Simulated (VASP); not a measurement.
# BN (zincblende type) (F-43m) in VASP: notebook, part 2 of 3

VASP 6.6.1.

### Step 4. Single point, PBE (volume scaled by 0.8)

INCAR reads:

```
PREC = Accurate
ENCUT = 520
EDIFF = 1E-6
ISMEAR = -1
SIGMA = 0.05
LREAL = False
LASPH = True
NELM = 100
ALGO = Normal
ISIF = 2
LWAVE = False
LCHARG = False
GGA = PE
NBANDS = 11
```

KPOINTS reads:

```
Automatic mesh
0
Gamma
  15 15 15
```

POSCAR reads:

```
BN
1.0
    0.0000000000      1.6824384858      1.6824384858
    1.6824384858      0.0000000000      1.6824384858
    1.6824384858      1.6824384858      0.0000000000
B N
1 1
Direct
    0.0000000000      0.0000000000      0.0000000000
    0.2500000000      0.2500000000      0.2500000000
```

Potentials or basis: VASP PAW PBE potentials, release 64 (B, N).

Launch:

```bash
cat potpaw_PBE.64/B/POTCAR potpaw_PBE.64/N/POTCAR > POTCAR
mpirun -np 1 vasp_std > vasp.out
```

OUTCAR:

```text
PREC = Accurate
   ENCUT = 520
   EDIFF = 1E-6
   ISMEAR = -1
   LREAL = False
   LASPH = True
   NELM = 100
   ISIF = 2
   GGA = PE

 ion  position               nearest neighbor table
   1  0.000  0.000  0.000-   2 1.46   2 1.46   2 1.46   2 1.46
   2  0.250  0.250  0.250-   1 1.46   1 1.46   1 1.46   1 1.46

  LATTYP: Found a face centered cubic cell.
 ALAT       =     3.3648769716

  Lattice vectors:

 A1 = (   0.0000000000,   1.6824384858,   1.6824384858)
 A2 = (   1.6824384858,   0.0000000000,   1.6824384858)
 A3 = (   1.6824384858,   1.6824384858,   0.0000000000)

Analysis of symmetry for initial positions (statically):
=====================================================================
 Subroutine PRICEL returns:
 Original cell was already a primitive cell.

 Routine SETGRP: Setting up the symmetry group for a
 face centered cubic supercell.

 Subroutine GETGRP returns: Found 24 space group operations
 (whereof 24 operations were pure point group operations)
 out of a pool of 48 trial point group operations.

The static configuration has the point symmetry T_d .

Analysis of symmetry for dynamics (positions and initial velocities):
=====================================================================
 Subroutine PRICEL returns:
 Original cell was already a primitive cell.

 Routine SETGRP: Setting up the symmetry group for a
 face centered cubic supercell.

 Subroutine GETGRP returns: Found 24 space group operations
 (whereof 24 operations were pure point group operations)
 out of a pool of 48 trial point group operations.

The dynamic configuration has the point symmetry T_d .

 Subroutine INISYM returns: Found 24 space group operations
 (whereof 24 operations are pure point group operations),
 and found     1 'primitive' translations

----------------------------------------------------------------------------------------

                                     Primitive cell

  volume of cell :       9.5246

  direct lattice vectors                    reciprocal lattice vectors
     0.000000000  1.682438486  1.682438486    -0.297187686  0.297187686  0.297187686
     1.682438486  0.000000000  1.682438486     0.297187686 -0.297187686  0.297187686
     1.682438486  1.682438486  0.000000000     0.297187686  0.297187686 -0.297187686

  length of vectors
     2.379327324  2.379327324  2.379327324     0.514744171  0.514744171  0.514744171

  position of ions in fractional coordinates (direct lattice)
     0.000000000  0.000000000  0.000000000
     0.250000000  0.250000000  0.250000000

  ion indices of the primitive-cell ions
   primitive index   ion index
                 1           1
                 2           2

----------------------------------------------------------------------------------------

 KPOINTS: Automatic mesh

Automatic generation of k-mesh.
 Grid dimensions read from file:
 generate k-points for:   15   15   15

 Generating k-lattice:

  Cartesian coordinates                     Fractional coordinates (reciprocal lattice)
    -0.019812512  0.019812512  0.019812512     0.066666667  0.000000000  0.000000000
     0.019812512 -0.019812512  0.019812512     0.000000000  0.066666667  0.000000000
     0.019812512  0.019812512 -0.019812512     0.000000000  0.000000000  0.066666667

  Length of vectors
     0.034316278  0.034316278  0.034316278

  Shift w.r.t. Gamma in fractional coordinates (k-lattice)
     0.000000000  0.000000000  0.000000000

 Subroutine IBZKPT returns following result:
 ===========================================

 Found    120 irreducible k-points:

 Following reciprocal coordinates:
            Coordinates               Weight
  0.000000  0.000000  0.000000      1.000000
  0.066667  0.000000  0.000000      8.000000
  0.133333  0.000000  0.000000      8.000000
  0.200000  0.000000  0.000000      8.000000
  0.266667  0.000000  0.000000      8.000000
  0.333333  0.000000  0.000000      8.000000
[... 16 lines left out ...]
  0.133333  0.133333  0.000000      6.000000
  0.200000  0.133333  0.000000     24.000000
 [... further k-points ...]
   k-points           NKPTS =    120   k-points in BZ     NKDIM =    120   number of bands    NBANDS=     11
   number of dos      NEDOS =    301   number of ions     NIONS =      2
   total plane-waves  NPLWV =   5832
   dimension x,y,z NGX =    18 NGY =   18 NGZ =   18
   dimension x,y,z NGXF=    36 NGYF=   36 NGZF=   36
   ions per type =               1   1
   NGX,Y,Z   is equivalent  to a cutoff of  12.58, 12.58, 12.58 a.u.
   NGXF,Y,Z  is equivalent  to a cutoff of  25.15, 25.15, 25.15 a.u.
 SYSTEM =  unknown system
   PREC   = accura    normal or accurate (medium, high low for compatibility)
   ISTART =      0    job   : 0-new  1-cont  2-samecut
   ICHARG =      2    charge: 1-file 2-atom 10-const
   ISPIN  =      1    spin polarized calculation?
   LNONCOLLINEAR =      F non collinear calculations
   LSORBIT =      F    spin-orbit coupling
   LASPH  =      T    aspherical Exc in radial PAW
   ENCUT  =  520.0 eV  38.22 Ry    6.18 a.u.   4.42  4.42  4.42*2*pi/ulx,y,z
   NELM   =    100;   NELMIN=  2; NELMDL= -5     # of ELM steps
   EDIFF  = 0.1E-05   stopping-criterion for ELM
   LREAL  =      F    real-space projection
   EDIFFG = 0.1E-04   stopping-criterion for IOM
   NSW    =      0    number of steps for IOM
   IBRION =     -1    ionic relax: 0-MD 1-quasi-New 2-CG
   NFREE  =      0    steps in history (QN), initial steepest desc. (CG)
   ISIF   =      2    stress and relaxation
   ISYM   =      2    0-nonsym 1-usesym 2-fastsym
   POTIM  = 0.5000    time-step for ionic-motion
   TEBEG  =    0.0;   TEEND  =   0.0 temperature during run
   PSTRESS=    0.0 pullay stress
   NELECT =       8.0000    total number of electrons
   NUPDOWN=      -1.0000    fix difference up-down
   EMIN   =  10.00;   EMAX   =-10.00  energy-range for DOS
   EFERMI =   0.00;   METHOD = LEGACY
   ISMEAR =    -1;   SIGMA  =   0.05  broadening in eV -4-tet -1-fermi 0-gaus
   EFERMI_NEDOS =   21; number of points for ismear=-14 and -15
   IALGO  =     38    algorithm
   IMIX   =      4    mixing-type and parameters
     AMIX     =   0.40;   BMIX     =  1.00
     AMIX_MAG =   1.60;   BMIX_MAG =  1.00
  volume/ion in A,a.u.               =       4.76        32.14
  Fermi-wavevector in a.u.,A,eV,Ry     =   1.544622  2.918913 32.461569  2.385858
  Thomas-Fermi vector in A             =   2.650117
   LORBIT       =      0    0 simple, 1 ext, 2 COOP (PROOUT), +10 PAW based schemes
   GGA     = PE    functional components
   LHFCALC =     F    Hartree Fock is set to
   AEXX    =    0.0000 exact exchange contribution
   IVDW    =     0    specifies the selected vdW correction
   LEPSILON=     F    determine dielectric tensor
   LRPA    =     F    only Hartree local field effects (RPA)
 non-spin polarized calculation
  energy-cutoff  :      520.00
  volume of cell :        9.52
 maximum number of plane-waves:       271
 NGX is ok and might be reduce to    18
   NGX =  9   NGY =  9   NGZ =  9

 number of electron       8.0000003 magnetization

 Free energy of the ion-electron system (eV)
  ---------------------------------------------------
  ext. energy  EPLUGINS =         0.00000000
  ---------------------------------------------------
  free energy    TOTEN  =       -16.66086600 eV

  energy without entropy =      -16.66086600  energy(sigma->0) =      -16.66086600

 E-fermi :  11.2951     XC(G=0): -13.9165

 val. band max:       10.2962381448   @ k =   0.0000   0.0000   0.0000
 cond. band min:      15.0236089914   @ k =   0.4667   0.4667   0.0000
 fundamental gap:      4.7273708466
 Fermi energy:        11.2950966142

 k-point     1 :       0.0000    0.0000    0.0000
  band No.  band energies     occupation
      1     -12.5973      2.00000
      2      10.2962      2.00000
      3      10.2962      2.00000
      4      10.2962      2.00000
      5      20.1446      0.00000
      6      20.1446      0.00000
      7      20.1446      0.00000
      8      24.3728      0.00000
      9      39.3054      0.00000
     10      40.8394      0.00000
     11      40.8394      0.00000
[... 309 lines left out ...]
 k-point    24 :       0.2000    0.1333    0.0000
  band No.  band energies     occupation
      1     -11.4610      2.00000
      2       7.0425      2.00000
      3       8.1017      2.00000
      4       8.7602      2.00000
      5      19.3888      0.00000
      6      23.2083      0.00000
      7      23.2533      0.00000
      8      25.5183      0.00000
      9      31.7244      0.00000
     10      40.7946      0.00000
     11      40.8203      0.00000

 [... further k-points ...]
[... 5 lines left out ...]
  --------------------------------------------------------------------------------------
  -------------------------------------------------------------------------------------
  Total        7.4464167      7.4464167      7.4464167      0.0000000      0.0000000      0.0000000
  in kB     1252.5940332   1252.5940332   1252.5940332      0.0000000      0.0000000      0.0000000
  external PRESSURE =    1252.5940332 kB  Pullay stress =       0.0000000 kB

 VOLUME and BASIS-vectors are now :
 -----------------------------------------------------------------------------
  energy-cutoff  :      520.00
  volume of cell :        9.52
      direct lattice vectors                 reciprocal lattice vectors
     0.000000000  1.682438486  1.682438486    -0.297187686  0.297187686  0.297187686
     1.682438486  0.000000000  1.682438486     0.297187686 -0.297187686  0.297187686
     1.682438486  1.682438486  0.000000000     0.297187686  0.297187686 -0.297187686

 POSITION                                       TOTAL-FORCE (eV/Angst)
 -----------------------------------------------------------------------------------
      0.00000      0.00000      0.00000        -0.000000     -0.000000     -0.000000
      0.84122      0.84122      0.84122         0.000000      0.000000      0.000000
 -----------------------------------------------------------------------------------
    total drift:                                0.000000      0.000000      0.000000

  FREE ENERGIE OF THE ION-ELECTRON SYSTEM (eV)
  ---------------------------------------------------
  free  energy   TOTEN  =       -16.6608659952 eV

  energy  without entropy=      -16.6608659952  energy(sigma->0) =      -16.66086600
```

OSZICAR:

```text
N       E                     dE             d eps       ncg     rms          rms(c)
DAV:   1     0.136411813794E+02    0.13641E+02   -0.52672E+03  2744   0.743E+02
DAV:   2    -0.175559735656E+02   -0.31197E+02   -0.30179E+02  3138   0.181E+02
DAV:   3    -0.180397794043E+02   -0.48381E+00   -0.48324E+00  3141   0.187E+01
DAV:   4    -0.180401790792E+02   -0.39967E-03   -0.39967E-03  2805   0.612E-01
DAV:   5    -0.180401793298E+02   -0.25055E-06   -0.25057E-06  3051   0.153E-02    0.814E+00
DAV:   6    -0.168405623768E+02    0.11996E+01   -0.27253E+00  2742   0.106E+01    0.416E+00
DAV:   7    -0.166796707176E+02    0.16089E+00   -0.25445E-01  3062   0.398E+00    0.224E+00
DAV:   8    -0.166605048122E+02    0.19166E-01   -0.43096E-02  3018   0.160E+00    0.327E-01
DAV:   9    -0.166608011512E+02   -0.29634E-03   -0.73887E-04  2838   0.271E-01    0.103E-01
DAV:  10    -0.166608626617E+02   -0.61511E-04   -0.91118E-05  2907   0.812E-02    0.185E-02
DAV:  11    -0.166608659073E+02   -0.32455E-05   -0.43639E-06  2997   0.185E-02    0.107E-02
DAV:  12    -0.166608659952E+02   -0.87931E-07   -0.72716E-07  1488   0.651E-03
   1 F= -.16660866E+02 E0= -.16660866E+02  d E =-.646194E-11
```

stdout:

```text
POSCAR found type information on POSCAR B N
 POSCAR found :  2 types and       2 ions
 scaLAPACK will be used
 LDA part: xc-table for (Slater+PW92), standard interpolation
 POSCAR, INCAR and KPOINTS ok, starting setup
 FFT: planning ... GRIDC
 FFT: planning ... GRID_SOFT
 FFT: planning ... GRID
 WAVECAR not read
 entering main loop
```

Run time: 14 s. Hardware: 1 thread of AMD EPYC 7R13, shared host; peak memory 0.09 GiB.

What came out:

* Free energy: -16.6609 eV
* Pressure: 125.3 GPa
* Band gap on the k mesh: 4.73 eV, indirect (least direct gap 9.85 eV)

 A k mesh can miss the band edges.

(Part 2 of 3 ends here.)
